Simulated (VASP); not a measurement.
A run of VASP 6.6.1 is set up as follows.

Contents of INCAR:

```
PREC = Accurate ; ENCUT = 500
EDIFF = 1E-6 ; ISMEAR = -1
SIGMA = 0.1 ; LREAL = False
LASPH = True ; NELM = 120
ALGO = Normal ; ISIF = 2
LWAVE = False ; LCHARG = False
GGA = PS ; NBANDS = 9
GGA_COMPAT = False
```

The input KPOINTS:

```
Automatic mesh
0
Gamma
  10 10 10
```

The input POSCAR:

```
S
1.0
    0.0000000000      1.9943500000      1.9943500000
    1.9943500000      0.0000000000      1.9943500000
    1.9943500000      1.9943500000      0.0000000000
S
1
Direct
    0.0000000000      0.0000000000      0.0000000000
```

Potentials or basis: VASP PAW PBE potentials, release 64 (S).

Launch:

```console
$ cat potpaw_PBE.64/S/POTCAR > POTCAR
$ mpirun -np 1 vasp_std > vasp.out
```

Problem. What does it give for the pressure?

Solution. -5.5 GPa.

Problem. What does it give for the band gap on the k mesh?

Solution. Zero (bands 3 and 4 overlap by 5.64 eV).

Caveat: the cell stands under tension; the PAW data sets were made with another functional, which shifts forces and pressure a little.
